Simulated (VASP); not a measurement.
Runs of VASP 6.6.1 on MgS. The typed cell holds 2 atoms: a = 3.683 Å, b = 3.683 Å, c = 3.683 Å, α = 60.00°, β = 60.00°, γ = 60.00°. 

```csv
level,potentials or basis,spin,k mesh,cutoff (eV),smearing,gap on the mesh (eV),pressure (GPa)
PBE,"VASP PAW PBE potentials, release 64 (Mg, S)",off,2 × 2 × 2,520,gaussian 0.1 eV,2.43,7.5
PBE,"VASP PAW PBE potentials, release 64 (Mg, S)","collinear, zero start",4 × 4 × 4,520,methfessel-paxton 0.012 eV,(a),1.0
LDA,"VASP PAW LDA potentials, release 64 (Mg, S)",off,6 × 6 × 6,600,tetrahedron,2.55,-4.0
PBE,"VASP PAW PBE potentials, release 64 (Mg, S)",off,1 × 1 × 1,600,fermi-dirac 0.00861733 eV,3.33,(b)
PBE,"VASP PAW PBE potentials, release 64 (Mg, S)",off,6 × 6 × 6,600,gaussian 0.01 eV,2.77,0.7
```

Alike in all rows: task single point; cell as given.

**Question.** Estimate the missing entries.

**Answer.** (a) 2.74; (b) 52.6.

Caveats: some runs use coarse meshes.

A k mesh can miss the band edges.
